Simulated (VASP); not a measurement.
Runs of VASP 6.6.1 on ZnC2. The structure is that of space group P6/mmm (No. 191), or close to it. The cells are those of the table. 

| task | cell | k mesh | cutoff (eV) | gap on the mesh (eV) | pressure (GPa) | relaxed volume (Å³/atom) |
| --- | --- | --- | --- | --- | --- | --- |
| relaxation of cell and atoms | relaxed from a = 2.492, b = 2.492, c = 7.858 Å, angles 90.0, 90.0, 120.0°, 3 atoms | 24 × 24 × 6 | 600 | none | 0.1 | 15.77 |
| single point | a = 2.482, b = 2.482, c = 9.087 Å, angles 90.0, 90.0, 120.0°, 3 atoms | 24 × 24 × 6 | 520 | none | 0.3 | - |
| single point | a = 3.083, b = 3.083, c = 3.328 Å, angles 90.0, 90.0, 120.0°, 3 atoms | 6 × 6 × 6 | 520 | none | (a) | - |
| relaxation of cell and atoms | relaxed from a = 3.083, b = 3.083, c = 3.328 Å, angles 90.0, 90.0, 120.0°, 3 atoms | 6 × 6 × 6 | 600 | none | -0.3 | 9.90 |
| relaxation of cell and atoms | relaxed from a = 2.482, b = 2.482, c = 9.087 Å, angles 90.0, 90.0, 120.0°, 3 atoms | 24 × 24 × 6 | 600 | none | 0.0 | 16.18 |
| single point | a = 2.492, b = 2.492, c = 7.858 Å, angles 90.0, 90.0, 120.0°, 3 atoms | 6 × 6 × 6 | 520 | none | (b) | - |

Alike in all rows: level PBE; potentials or basis VASP PAW PBE potentials, release 64 (Zn, C); no spin polarisation; smearing gaussian 0.1 eV.

Q: Fill in the values left out.

A: (a) -6.8; (b) 0.4.

Caveats: some runs use coarse meshes; a cell axis changed by over 15 % at a fixed basis, so the end point is rough (at least some runs).

A gap of «none» marks levels without a gap at the run's occupations.
